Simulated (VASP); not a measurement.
Set up this calculation in VASP 6.6.1, as the native input.

```
Task                   : single point
Functional             : PBE
Potentials or basis    : VASP PAW PBE potentials, release 64 (Fe, Si)
Cutoff                 : 520 eV
k mesh                 : 8 × 8 × 8
Occupations            : gaussian, width 0.05 eV
Spin                   : no spin polarisation
Dipole correction      : no
Further INCAR settings : ALGO = Normal; EDIFF = 1e-06; NBANDS = 34
```

The structure of FeSi lies in POSCAR:

```
FeSi
1.0
    4.4479877392      0.0000000000      0.0000000000
    0.0000000000      4.4479877392      0.0000000000
    0.0000000000      0.0000000000      4.4479877392
Fe Si
4 4
Direct
    0.1359950305      0.1359950305      0.1359950305
    0.3640049695      0.8640049695      0.6359950305
    0.6359950305      0.3640049695      0.8640049695
    0.8640049695      0.6359950305      0.3640049695
    0.8407182958      0.8407182958      0.8407182958
    0.6592817042      0.1592817042      0.3407182958
    0.3407182958      0.6592817042      0.1592817042
    0.1592817042      0.3407182958      0.6592817042
```

The input as run:

INCAR

```
SYSTEM = FeSi
PREC = Accurate
ENCUT = 520
EDIFF = 1E-6
ISMEAR = 0
SIGMA = 0.05
LREAL = .FALSE.
LASPH = .TRUE.
NELM = 100
ALGO = Normal
ISIF = 2
LWAVE = .FALSE.
LCHARG = .FALSE.
GGA = PE
NBANDS = 34
```

KPOINTS

```
regular mesh
0
G
  8 8 8
  0 0 0
```

Potentials or basis: VASP PAW PBE potentials, release 64 (Fe, Si).

The run is started by

```sh
$ cat potpaw_PBE.64/Fe/POTCAR potpaw_PBE.64/Si/POTCAR > POTCAR
$ mpirun -np 1 vasp_std > vasp.out
```

It gave:

```json
{
  "Pressure": "0.2 GPa",
  "Largest force": "0.036 eV/Å",
  "Band gap on the k mesh": "0.16 eV (least direct gap 0.17 eV)"
}
```

It took 84 s on 1 thread of AMD EPYC 9R45 96-Core Processor (Zen 5), with other jobs on the host, peak memory 0.23 GiB.
